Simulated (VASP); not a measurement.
Write the native input for VASP 6.6.1 that does the following.

```
Task                   : single point
Functional             : PBE
Potentials or basis    : VASP PAW PBE potentials, release 64 (As, B)
Cutoff                 : 520 eV
k mesh                 : 8 × 8 × 1
Occupations            : gaussian, width 0.05 eV
Spin                   : no spin polarisation
Dipole correction      : yes
Further INCAR settings : ALGO = Normal; EDIFF = 1e-06; NBANDS = 31
```

The structure of BAs lies in POSCAR:

```
BAs
1.0
    3.4003508741      0.0000000000      0.0000000000
    0.0000000000      3.4003508741      0.0000000000
    0.0000000000      0.0000000000     25.8198502268
As B
5 5
Direct
    0.0000000000      0.5000000000      0.2904741869
    0.5000000000      0.0000000000      0.3835967705
    0.0000000000      0.5000000000      0.4767193541
    0.5000000000      0.0000000000      0.5698419377
    0.0000000000      0.5000000000      0.6629645213
    0.5000000000      0.5000000000      0.3370354787
    0.0000000000      0.0000000000      0.4301580623
    0.5000000000      0.5000000000      0.5232806459
    0.0000000000      0.0000000000      0.6164032295
    0.5000000000      0.5000000000      0.7095258131
```

These files were run (other wordings do the same):

INCAR

```
PREC = Accurate
ENCUT = 520
EDIFF = 1E-6
ISMEAR = 0
SIGMA = 0.05
LREAL = False
LASPH = True
NELM = 80
ALGO = Normal
ISIF = 2
LWAVE = False
LCHARG = False
LDIPOL = True
IDIPOL = 3
DIPOL = 0.5 0.5 0.500
GGA = PE
NBANDS = 31
```

KPOINTS

```
Automatic mesh
0
Gamma
  8 8 1
```

Potentials or basis: VASP PAW PBE potentials, release 64 (As, B).

Command:

```console
$ cat potpaw_PBE.64/As/POTCAR potpaw_PBE.64/B/POTCAR > POTCAR
$ mpirun -np 1 vasp_std > vasp.out
```

Results of the run:

* Largest force: 1.369 eV/Å
* Band gap on the k mesh: zero (bands 20 and 21 overlap by 0.82 eV)

Wall time 11 min on 1 thread of AMD EPYC 7R13 (shared host), peak memory 0.46 GiB.
